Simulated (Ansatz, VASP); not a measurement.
# One calculation of BiB, two programs

```xyz
2
Lattice="0.0000 2.7435 2.7435 2.7435 0.0000 2.7435 2.7435 2.7435 0.0000" Properties=species:S:1:pos:R:3 pbc="T T T"
B     0.0000    0.0000    0.0000
Bi    1.3717    1.3717    1.3717
```

Change from the starting cell: volume scaled by 0.98.

Alike in both runs: task single point; functional PBE; k mesh 11 × 11 × 11; occupations fermi-dirac, width 0.05 eV; no spin polarisation.

```csv
,VASP,Ansatz
version,VASP 6.6.1,Ansatz 0.2.0
potentials or method,"VASP PAW PBE potentials, release 64 (B, Bi_d), cutoff 520 eV","all-electron LAPW, scalar-relativistic"
```

|  | VASP | Ansatz | Ansatz less VASP |
| --- | --- | --- | --- |
| pressure (GPa) | 1.4 | 1.5 | +0.08 |

Ansatz ran all-electron here, and VASP with PAW potentials.

Neither program's run includes spin-orbit coupling.
